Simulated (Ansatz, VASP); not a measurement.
## Two plane-wave programs on NiSn3

POSCAR

```
NiSn3
1.0
    0.0000000000      3.5046081538      3.5046081538
    3.5046081538      0.0000000000      3.5046081538
    3.5046081538      3.5046081538      0.0000000000
Sn Ni
3 1
Direct
    0.2500000000      0.2500000000      0.2500000000
    0.7500000000      0.7500000000      0.7500000000
    0.5000000000      0.5000000000      0.5000000000
    0.0000000000      0.0000000000      0.0000000000
```

File INCAR.step1:

```
ALGO = Normal
EDIFF = 1E-4
ENCUT = 520
GGA = PE
ISMEAR = 0
LASPH = T
LCHARG = F
LREAL = F
LWAVE = T
NBANDS = 34
NELM = 100
PREC = Accurate
SIGMA = 0.1
```

File INCAR.step2:

```
ALGO = Normal
EDIFF = 1E-7
ENCUT = 520
ISIF = 2
ISMEAR = 0
ISTART = 1
LASPH = T
LCHARG = F
LMIXTAU = T
LREAL = F
LWAVE = F
METAGGA = R2SCAN
NBANDS = 34
NELM = 100
PREC = Accurate
SIGMA = 0.1
```

The input KPOINTS:

```
k-points
0
Gamma
  10 10 10
```

Input for Ansatz:

```yaml
crystal:
  lattice:
    - [0.0, 3.5046081538, 3.5046081538]
    - [3.5046081538, 0.0, 3.5046081538]
    - [3.5046081538, 3.5046081538, 0.0]
  atoms:
    - { symbol: Sn, position: [0.25, 0.25, 0.25] }
    - { symbol: Sn, position: [0.75, 0.75, 0.75] }
    - { symbol: Sn, position: [0.5, 0.5, 0.5] }
    - { symbol: Ni, position: [0.0, 0.0, 0.0] }
basis:
  ecutwfc: 500
kpoints:
  mp_grid: { grid: [10, 10, 10] }
hamiltonian:
  xc: r2scan
scf:
  occupations: { method: gaussian, width: 0.1 }
  lower_state_search: "off"
output:
  forces: true
  stress: true
  eigenvalues: true
  write_density: true
  write_potential: true
  elf: true
  volumetric_format: npy
```

Alike in both runs: task single point; functional r2SCAN; k mesh 10 × 10 × 10; occupations gaussian, width 0.1 eV; no spin polarisation.

|  | VASP | Ansatz |
| --- | --- | --- |
| version | VASP 6.6.1 | Ansatz 0.2.0 |
| potentials or method | VASP PAW PBE potentials, release 64 (Sn_d, Ni), cutoff 520 eV | scalar-relativistic, plane waves, PAW |
| valence electrons in the cell | 52 | 60 |

|  | VASP | Ansatz | Ansatz less VASP |
| --- | --- | --- | --- |
| gap on the k mesh at the Fermi level (eV) | none | none | - |
| pressure (GPa) | 1.9 | 1.8 | -0.07 |

VASP's potentials were made for PBE, not for r2SCAN. A gap of «none» marks a metal or a gap that the smearing closes. VASP's potentials hold 52 valence electrons a cell and Ansatz's 60, so a difference there can come from the potentials and not from the codes.
